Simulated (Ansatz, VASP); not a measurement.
# Two plane-wave programs on SiC

```xyz
2
Lattice="0.0000 2.1645 2.1645 2.1645 0.0000 2.1645 2.1645 2.1645 0.0000" Properties=species:S:1:pos:R:3 pbc="T T T"
Si    0.0000    0.0000    0.0000
C     1.0822    1.0822    1.0822
```

Alike in both runs: task single point; functional LDA; k mesh 10 × 10 × 10; no spin polarisation.

|  | VASP | Ansatz |
| --- | --- | --- |
| version | VASP 6.6.1 | Ansatz 0.2.0 |
| potentials or method | VASP PAW LDA potentials, release 64 (Si, C), cutoff 600 eV | scalar-relativistic, plane waves, PAW |
| occupations | gaussian, width 0.01 eV | fixed |
| valence electrons in the cell | 8 | 8 |

Ansatz gave:

* gap on the k mesh at the Fermi level (eV): 1.30
* least direct gap on the mesh (eV): 4.53
* pressure (GPa): 0.0

Question: Which values does VASP return?

Answer: gap on the k mesh at the Fermi level (eV): 1.29; least direct gap on the mesh (eV): 4.52; pressure (GPa): 0.3.

LDA's correlation is that of Perdew and Zunger in VASP and of Perdew and Wang (1992) in Ansatz.
